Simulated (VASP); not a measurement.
# AlGa2P3 (I-4m2) in VASP: further runs

Runs on AlGa2P3. Level: PBE. Tasks: single point.

All numbers are computed with VASP 6.6.1; they aren't measurements. Logs are shortened: lines on timing, memory, paths and dates and some standing lists are left out, and cuts for length are marked.

## 1. The cell of the first run

Symmetry: I-4m2, No. 119, tetragonal system. The conventional cell has a = 3.761 Å, b = 3.761 Å, c = 15.955 Å, α = 90.00°, β = 90.00°, γ = 90.00°. Al (site symmetry -4m2) has 4 P at 2.30 Å within 3.0 Å. Ga (site symmetry 2mm) has 4 P at 2.30 Å within 3.0 Å. Within 3.0 Å of P (site symmetry -4m2) lie 4 Ga at 2.30 Å. P (site symmetry 2mm) has 2 Al at 2.30 Å and 2 Ga at 2.30 Å within 3.0 Å.

## 2. Single point, PBE

File INCAR:

```
ALGO = Normal
EDIFF = 1E-7
ENCUT = 520
GGA = PE
ISIF = 2
ISMEAR = 0
LASPH = True
LCHARG = False
LREAL = False
LWAVE = False
NBANDS = 31
NELM = 100
PREC = Accurate
SIGMA = 0.1
```

File KPOINTS:

```
k-points
0
Gamma
  6 6 6
```

File POSCAR:

```
AlGa2P3
1.0
   -1.8803009400      1.8803009400      7.9774412900
    1.8803009400     -1.8803009400      7.9774412900
    1.8803009400      1.8803009400     -7.9774412900
Al Ga P
1 2 3
Direct
    0.0000000000      0.0000000000      0.0000000000
    0.6666666700      0.6666666700      0.0000000000
    0.3333333300      0.3333333300      0.0000000000
    0.2500000000      0.7500000000      0.5000000000
    0.9166666700      0.4166666700      0.5000000000
    0.5833333300      0.0833333300      0.5000000000
```

Potentials or basis: VASP PAW PBE potentials, release 64 (Al, Ga_d, P).

Started as:

```
$ cat potpaw_PBE.64/Al/POTCAR potpaw_PBE.64/Ga_d/POTCAR potpaw_PBE.64/P/POTCAR > POTCAR
$ mpirun -np 1 vasp_std > vasp.out
```

OUTCAR:

```text
EDIFF = 1E-7
   ENCUT = 520
   GGA = PE
   ISIF = 2
   ISMEAR = 0
   LASPH = True
   LREAL = False
   NELM = 100
   PREC = Accurate

 ion  position               nearest neighbor table
   1  0.000  0.000  0.000-   5 2.30   6 2.30   6 2.30   5 2.30
   2  0.667  0.667  0.000-   4 2.30   4 2.30   6 2.30   6 2.30
   3  0.333  0.333  0.000-   4 2.30   4 2.30   5 2.30   5 2.30
   4  0.250  0.750  0.500-   2 2.30   3 2.30   3 2.30   2 2.30
   5  0.917  0.417  0.500-   1 2.30   1 2.30   3 2.30   3 2.30
   6  0.583  0.083  0.500-   1 2.30   1 2.30   2 2.30   2 2.30

  LATTYP: Found a body centered tetragonal cell.
 ALAT       =     3.7606018800
 C/A-ratio  =     4.2426406967

  Lattice vectors:

 A1 = (  -1.8803009400,   1.8803009400,   7.9774412900)
 A2 = (   1.8803009400,  -1.8803009400,   7.9774412900)
 A3 = (   1.8803009400,   1.8803009400,  -7.9774412900)

Analysis of symmetry for initial positions (statically):
=====================================================================
 Subroutine PRICEL returns:
 Original cell was already a primitive cell.

 Routine SETGRP: Setting up the symmetry group for a
 body centered tetragonal supercell.

 Subroutine GETGRP returns: Found  8 space group operations
 (whereof  8 operations were pure point group operations)
 out of a pool of 16 trial point group operations.

The static configuration has the point symmetry D_2d.

Analysis of symmetry for dynamics (positions and initial velocities):
=====================================================================
 Subroutine PRICEL returns:
 Original cell was already a primitive cell.

 Routine SETGRP: Setting up the symmetry group for a
 body centered tetragonal supercell.

 Subroutine GETGRP returns: Found  8 space group operations
 (whereof  8 operations were pure point group operations)
 out of a pool of 16 trial point group operations.

The dynamic configuration has the point symmetry D_2d.

 Subroutine INISYM returns: Found  8 space group operations
 (whereof  8 operations are pure point group operations),
 and found     1 'primitive' translations

----------------------------------------------------------------------------------------

                                     Primitive cell

  volume of cell :     112.8180

  direct lattice vectors                    reciprocal lattice vectors
    -1.880300940  1.880300940  7.977441290     0.000000000  0.265914881  0.062676738
     1.880300940 -1.880300940  7.977441290     0.265914881  0.000000000  0.062676738
     1.880300940  1.880300940 -7.977441290     0.265914881  0.265914881  0.000000000

  length of vectors
     8.408961457  8.408961457  8.408961457     0.273201569  0.273201569  0.376060431

  position of ions in fractional coordinates (direct lattice)
     0.000000000  0.000000000  0.000000000
     0.666666670  0.666666670  0.000000000
     0.333333330  0.333333330  0.000000000
     0.250000000  0.750000000  0.500000000
     0.916666670  0.416666670  0.500000000
     0.583333330  0.083333330  0.500000000

  ion indices of the primitive-cell ions
   primitive index   ion index
                 1           1
                 2           2
                 3           3
                 4           4
                 5           5
                 6           6

----------------------------------------------------------------------------------------

 KPOINTS: k-points

Automatic generation of k-mesh.
 Grid dimensions read from file:
 generate k-points for:    6    6    6

 Generating k-lattice:

  Cartesian coordinates                     Fractional coordinates (reciprocal lattice)
     0.000000000  0.044319147  0.010446123     0.166666667  0.000000000  0.000000000
     0.044319147  0.000000000  0.010446123     0.000000000  0.166666667  0.000000000
     0.044319147  0.044319147  0.000000000     0.000000000  0.000000000  0.166666667

  Length of vectors
     0.045533595  0.045533595  0.062676738

  Shift w.r.t. Gamma in fractional coordinates (k-lattice)
     0.000000000  0.000000000  0.000000000

 Subroutine IBZKPT returns following result:
 ===========================================

 Found     30 irreducible k-points:

 Following reciprocal coordinates:
            Coordinates               Weight
  0.000000  0.000000  0.000000      1.000000
  0.166667  0.000000  0.000000      8.000000
  0.333333  0.000000 -0.000000      8.000000
  0.500000 -0.000000  0.000000      4.000000
  0.166667  0.166667  0.000000      8.000000
  0.333333  0.166667 -0.000000     16.000000
[... 16 lines left out ...]
 -0.333333 -0.333333  0.166667      8.000000
 -0.166667 -0.333333  0.166667      8.000000
 [... further k-points ...]
   k-points           NKPTS =     30   k-points in BZ     NKDIM =     30   number of bands    NBANDS=     31
   number of dos      NEDOS =    301   number of ions     NIONS =      6
   total plane-waves  NPLWV = 262144
   dimension x,y,z NGX =    64 NGY =   64 NGZ =   64
   dimension x,y,z NGXF=   128 NGYF=  128 NGZF=  128
   ions per type =               1   2   3
   NGX,Y,Z   is equivalent  to a cutoff of  12.65, 12.65, 12.65 a.u.
   NGXF,Y,Z  is equivalent  to a cutoff of  25.31, 25.31, 25.31 a.u.
 SYSTEM =  unknown system
   PREC   = accura    normal or accurate (medium, high low for compatibility)
   ISTART =      0    job   : 0-new  1-cont  2-samecut
   ICHARG =      2    charge: 1-file 2-atom 10-const
   ISPIN  =      1    spin polarized calculation?
   LNONCOLLINEAR =      F non collinear calculations
   LSORBIT =      F    spin-orbit coupling
   LASPH  =      T    aspherical Exc in radial PAW
   ENCUT  =  520.0 eV  38.22 Ry    6.18 a.u.  15.64 15.64 15.64*2*pi/ulx,y,z
   NELM   =    100;   NELMIN=  2; NELMDL= -5     # of ELM steps
   EDIFF  = 0.1E-06   stopping-criterion for ELM
   LREAL  =      F    real-space projection
   EDIFFG = 0.1E-05   stopping-criterion for IOM
   NSW    =      0    number of steps for IOM
   IBRION =     -1    ionic relax: 0-MD 1-quasi-New 2-CG
   NFREE  =      0    steps in history (QN), initial steepest desc. (CG)
   ISIF   =      2    stress and relaxation
   ISYM   =      2    0-nonsym 1-usesym 2-fastsym
   POTIM  = 0.5000    time-step for ionic-motion
   TEBEG  =    0.0;   TEEND  =   0.0 temperature during run
   PSTRESS=    0.0 pullay stress
   NELECT =      44.0000    total number of electrons
   NUPDOWN=      -1.0000    fix difference up-down
   EMIN   =  10.00;   EMAX   =-10.00  energy-range for DOS
   EFERMI =   0.00;   METHOD = LEGACY
   ISMEAR =     0;   SIGMA  =   0.10  broadening in eV -4-tet -1-fermi 0-gaus
   EFERMI_NEDOS =   21; number of points for ismear=-14 and -15
   IALGO  =     38    algorithm
   IMIX   =      4    mixing-type and parameters
     AMIX     =   0.40;   BMIX     =  1.00
     AMIX_MAG =   1.60;   BMIX_MAG =  1.00
  volume/ion in A,a.u.               =      18.80       126.89
  Fermi-wavevector in a.u.,A,eV,Ry     =   1.196097  2.260295 19.465137  1.430647
  Thomas-Fermi vector in A             =   2.332046
   LORBIT       =      0    0 simple, 1 ext, 2 COOP (PROOUT), +10 PAW based schemes
   GGA     = PE    functional components
   LHFCALC =     F    Hartree Fock is set to
   AEXX    =    0.0000 exact exchange contribution
   IVDW    =     0    specifies the selected vdW correction
   LEPSILON=     F    determine dielectric tensor
   LRPA    =     F    only Hartree local field effects (RPA)
 non-spin polarized calculation
 Gauss-broadening in eV      SIGMA  =   0.10
  energy-cutoff  :      520.00
  volume of cell :      112.82
 maximum number of plane-waves:      3054
 NGX is ok and might be reduce to    64
   NGX = 31   NGY = 31   NGZ = 31

 number of electron      44.0000002 magnetization

 Free energy of the ion-electron system (eV)
  ---------------------------------------------------
  ext. energy  EPLUGINS =         0.00000000
  ---------------------------------------------------
  free energy    TOTEN  =       -28.24338037 eV

  energy without entropy =      -28.24338037  energy(sigma->0) =      -28.24338037

 E-fermi :   5.8377     XC(G=0):  -9.9546

 val. band max:        5.4045213659   @ k =   0.0000   0.0000   0.0000
 cond. band min:       6.8421007321   @ k =   0.5000   0.5000  -0.0000
 fundamental gap:      1.4375793662
 Fermi energy:         5.8376769843

 k-point     1 :       0.0000    0.0000    0.0000
  band No.  band energies     occupation
      1      -9.2527      2.00000
      2      -9.1747      2.00000
      3      -9.1151      2.00000
      4      -9.1151      2.00000
      5      -9.0739      2.00000
      6      -9.0739      2.00000
[... 23 lines left out ...]
     30       9.5264      0.00000
     31      13.8190      0.00000

 k-point     2 :       0.1667    0.0000    0.0000
  band No.  band energies     occupation
      1      -9.2454      2.00000
      2      -9.1697      2.00000
      3      -9.1322      2.00000
      4      -9.1123      2.00000
      5      -9.0851      2.00000
      6      -9.0770      2.00000
[... 23 lines left out ...]
     30      10.6628      0.00000
     31      11.9443      0.00000

 k-point     3 :       0.3333    0.0000   -0.0000
  band No.  band energies     occupation
      1      -9.2376      2.00000
      2      -9.1773      2.00000
      3      -9.1484      2.00000
      4      -9.1049      2.00000
      5      -9.0976      2.00000
      6      -9.0850      2.00000
[... 23 lines left out ...]
     30      11.1571      0.00000
     31      11.9885      0.00000

 k-point     4 :       0.5000   -0.0000    0.0000
  band No.  band energies     occupation
      1      -9.2380      2.00000
      2      -9.1886      2.00000
      3      -9.1486      2.00000
      4      -9.0994      2.00000
      5      -9.0953      2.00000
      6      -9.0950      2.00000
[... 635 lines left out ...]
     30      11.6971      0.00000
     31      12.6543      0.00000

 k-point    23 :      -0.3333   -0.3333    0.1667
  band No.  band energies     occupation
      1      -9.2397      2.00000
      2      -9.1678      2.00000
      3      -9.1446      2.00000
      4      -9.1079      2.00000
      5      -9.0885      2.00000
      6      -9.0792      2.00000
[... 23 lines left out ...]
     30      11.1211      0.00000
     31      11.3430      0.00000

 k-point    24 :      -0.1667   -0.3333    0.1667
  band No.  band energies     occupation
      1      -9.2444      2.00000
      2      -9.1722      2.00000
      3      -9.1319      2.00000
      4      -9.1124      2.00000
      5      -9.0848      2.00000
      6      -9.0768      2.00000
[... 23 lines left out ...]
     30      10.9503      0.00000
     31      11.2998      0.00000

 [... further k-points ...]
[... 5 lines left out ...]
  --------------------------------------------------------------------------------------
  -------------------------------------------------------------------------------------
  Total        7.2883867      7.2883867      7.1388709      0.0000000      0.0000000      0.0000000
  in kB      103.5055545    103.5055545    101.3822147      0.0000000      0.0000000      0.0000000
  external PRESSURE =     102.7977745 kB  Pullay stress =       0.0000000 kB

 VOLUME and BASIS-vectors are now :
 -----------------------------------------------------------------------------
  energy-cutoff  :      520.00
  volume of cell :      112.82
      direct lattice vectors                 reciprocal lattice vectors
    -1.880300940  1.880300940  7.977441290     0.000000000  0.265914881  0.062676738
     1.880300940 -1.880300940  7.977441290     0.265914881  0.000000000  0.062676738
     1.880300940  1.880300940 -7.977441290     0.265914881  0.265914881  0.000000000

 POSITION                                       TOTAL-FORCE (eV/Angst)
 -----------------------------------------------------------------------------------
      0.00000      0.00000      0.00000         0.000000     -0.000000     -0.000000
      0.00000      0.00000     10.63659        -0.000000      0.000000      0.040871
      0.00000      0.00000      5.31829        -0.000000      0.000000     -0.040871
      1.88030     -0.00000      3.98872         0.000000     -0.000000     -0.000000
      0.00000      1.88030      6.64787         0.000000     -0.000000      0.051103
     -0.00000      1.88030      1.32957         0.000000     -0.000000     -0.051103
 -----------------------------------------------------------------------------------
    total drift:                                0.000001     -0.000001      0.000000

  FREE ENERGIE OF THE ION-ELECTRON SYSTEM (eV)
  ---------------------------------------------------
  free  energy   TOTEN  =       -28.2433803747 eV

  energy  without entropy=      -28.2433803747  energy(sigma->0) =      -28.24338037
```

Run time: 3.2 min. Hardware: 1 thread of Intel Xeon 6975P-C (Granite Rapids), shared host; peak memory 0.61 GiB.

Results:

```
Free energy            : -28.2434 eV
Pressure               : 10.3 GPa
Largest force          : 0.051 eV/Å
Band gap on the k mesh : 1.44 eV (least direct gap 1.69 eV)
```

Forces on the atoms (eV/Å):
```
Al   0.000  0.000  0.000
Ga   0.000  0.000  0.041
Ga   0.000  0.000 -0.041
P    0.000  0.000  0.000
P    0.000  0.000  0.051
P    0.000  0.000 -0.051
```

Stress tensor (GPa, compression positive):
```
10.35  0.00  0.00
 0.00 10.35  0.00
 0.00  0.00 10.14
```

Levels at points of the mesh, in eV from the valence-band top:
```tsv
k point	band 18	band 19	band 20	band 21	band 22	band 23	band 24	band 25	band 26	band 27
(0.00, 0.00, 0.00)	-2.18	-2.18	-0.04	0.00	0.00	1.69	1.89	2.74	2.95	3.29
(0.50, 0.00, 0.00)	-2.75	-1.19	-1.15	-1.09	-1.07	2.21	3.33	3.55	4.69	4.72
(0.50, 0.50, 0.00)	-3.47	-3.41	-3.36	-2.72	-2.72	1.44	1.89	3.19	3.60	3.93
(0.50, 0.50, 0.50)	-1.78	-1.15	-1.15	-0.88	-0.88	1.47	1.92	2.94	3.12	4.46
```

Caveat: the cell stands under pressure.

## 3. Single point, PBE

This run uses another cell than the first one, of 20.86 Å³/atom.

File INCAR:

```
  PREC = Accurate
  ENCUT = 520
  EDIFF = 1E-6
  ISMEAR = 0
  SIGMA = 0.1
  LREAL = F
  LASPH = T
  NELM = 60
  ALGO = Normal
  ISIF = 2
  LWAVE = F
  LCHARG = F
  GGA = PE
  NBANDS = 31
```

File KPOINTS:

```
Automatic mesh
0
Gamma
  6 6 6
```

File POSCAR:

```
AlGa2P3
1.0
   -1.9484181062      1.9484181062      8.2441096094
    1.9484181062     -1.9484181062      8.2441096094
    1.9484181062      1.9484181062     -8.2441096094
Al Ga P
1 2 3
Direct
    0.0000000000      0.0000000000      0.0000000000
    0.6666824827      0.6666824827      0.0000000000
    0.3333175173      0.3333175173      0.0000000000
    0.2500000000      0.7500000000      0.5000000000
    0.9170314100      0.4170314100      0.5000000000
    0.5829685900      0.0829685900      0.5000000000
```

Potentials or basis: VASP PAW PBE potentials, release 64 (Al, Ga_d, P).

Started as:

```
$ cat potpaw_PBE.64/Al/POTCAR potpaw_PBE.64/Ga_d/POTCAR potpaw_PBE.64/P/POTCAR > POTCAR
$ mpirun -np 1 vasp_std > vasp.out
```

OUTCAR:

```text
PREC = Accurate
   ENCUT = 520
   EDIFF = 1E-6
   ISMEAR = 0
   LREAL = F
   LASPH = T
   NELM = 60
   ISIF = 2
   GGA = PE

 ion  position               nearest neighbor table
   1  0.000  0.000  0.000-   6 2.38   5 2.38   6 2.38   5 2.38
   2  0.667  0.667  0.000-   4 2.38   4 2.38   6 2.39   6 2.39
   3  0.333  0.333  0.000-   4 2.38   4 2.38   5 2.39   5 2.39
   4  0.250  0.750  0.500-   3 2.38   2 2.38   3 2.38   2 2.38
   5  0.917  0.417  0.500-   1 2.38   1 2.38   3 2.39   3 2.39
   6  0.583  0.083  0.500-   1 2.38   1 2.38   2 2.39   2 2.39

  LATTYP: Found a body centered tetragonal cell.
 ALAT       =     3.8968362124
 C/A-ratio  =     4.2311809684

  Lattice vectors:

 A1 = (  -1.9484181062,   1.9484181062,   8.2441096094)
 A2 = (   1.9484181062,  -1.9484181062,   8.2441096094)
 A3 = (   1.9484181062,   1.9484181062,  -8.2441096094)

Analysis of symmetry for initial positions (statically):
=====================================================================
 Subroutine PRICEL returns:
 Original cell was already a primitive cell.

 Routine SETGRP: Setting up the symmetry group for a
[... 173 lines left out ...]
  free energy    TOTEN  =       -28.60807111 eV

  energy without entropy =      -28.60807111  energy(sigma->0) =      -28.60807111

 E-fermi :   4.7979     XC(G=0):  -9.5004

 val. band max:        4.3457571833   @ k =   0.0000   0.0000   0.0000
 cond. band min:       6.0202546973   @ k =   0.5000   0.5000   0.5000
 fundamental gap:      1.6744975139
 Fermi energy:         4.7979143055

 k-point     1 :       0.0000    0.0000    0.0000
  band No.  band energies     occupation
      1     -10.1018      2.00000
      2     -10.0466      2.00000
      3     -10.0067      2.00000
      4     -10.0067      2.00000
      5      -9.9774      2.00000
      6      -9.9774      2.00000
[... 805 lines left out ...]
     30       9.4734      0.00000
     31      10.1131      0.00000

 [... further k-points ...]
[... 5 lines left out ...]
  --------------------------------------------------------------------------------------
  -------------------------------------------------------------------------------------
  Total        0.0121328      0.0121328      0.0203664      0.0000000      0.0000000     -0.0000000
  in kB        0.1552760      0.1552760      0.2606498      0.0000000      0.0000000     -0.0000000
  external PRESSURE =       0.1904006 kB  Pullay stress =       0.0000000 kB

 VOLUME and BASIS-vectors are now :
 -----------------------------------------------------------------------------
  energy-cutoff  :      520.00
  volume of cell :      125.19
      direct lattice vectors                 reciprocal lattice vectors
    -1.948418106  1.948418106  8.244109609     0.000000000  0.256618432  0.060649363
     1.948418106 -1.948418106  8.244109609     0.256618432  0.000000000  0.060649363
     1.948418106  1.948418106 -8.244109609     0.256618432  0.256618432  0.000000000

 POSITION                                       TOTAL-FORCE (eV/Angst)
 -----------------------------------------------------------------------------------
      0.00000      0.00000      0.00000        -0.000000     -0.000000      0.000000
      0.00000      0.00000     10.99241        -0.000000     -0.000000     -0.000363
      0.00000      0.00000      5.49581        -0.000000     -0.000000      0.000363
      1.94842      0.00000      4.12205        -0.000000     -0.000000     -0.000000
      0.00000      1.94842      6.87611         0.000000      0.000000      0.007634
      0.00000      1.94842      1.36800         0.000000      0.000000     -0.007634
 -----------------------------------------------------------------------------------
    total drift:                                0.000001     -0.000001      0.000000

  FREE ENERGIE OF THE ION-ELECTRON SYSTEM (eV)
  ---------------------------------------------------
  free  energy   TOTEN  =       -28.6080711137 eV

  energy  without entropy=      -28.6080711137  energy(sigma->0) =      -28.60807111
```

stdout:

```text
POSCAR found type information on POSCAR AlGaP
 POSCAR found :  3 types and       6 ions
 scaLAPACK will be used
 LDA part: xc-table for (Slater+PW92), standard interpolation
 POSCAR, INCAR and KPOINTS ok, starting setup
 FFT: planning ... GRIDC
 FFT: planning ... GRID_SOFT
 FFT: planning ... GRID
 WAVECAR not read
 entering main loop
```

It took 4.5 min on 1 thread of Intel Xeon 6975P-C (Granite Rapids), shared host; peak memory 0.72 GiB.

What came out:

| Item | Value |
| --- | --- |
| Free energy | -28.6081 eV |
| Pressure | 0.0 GPa |
| Largest force | 0.008 eV/Å |
| Band gap on the k mesh | 1.67 eV (least direct gap 1.78 eV) |

Forces on the atoms (eV/Å):
```
Al   0.000  0.000  0.000
Ga   0.000  0.000  0.000
Ga   0.000  0.000  0.000
P    0.000  0.000  0.000
P    0.000  0.000  0.008
P    0.000  0.000 -0.008
```

Levels at points of the mesh, in eV from the valence-band top:
```csv
k point,band 20,band 21,band 22,band 23,band 24,band 25
"(0.00, 0.00, 0.00)",-0.01,0.00,0.00,1.78,1.81,2.34
"(0.50, 0.00, 0.00)",-1.01,-0.95,-0.95,1.88,3.03,3.36
"(0.50, 0.50, 0.00)",-2.92,-2.39,-2.39,1.68,1.99,3.29
"(0.50, 0.50, 0.50)",-0.98,-0.78,-0.78,1.67,1.99,2.87
```
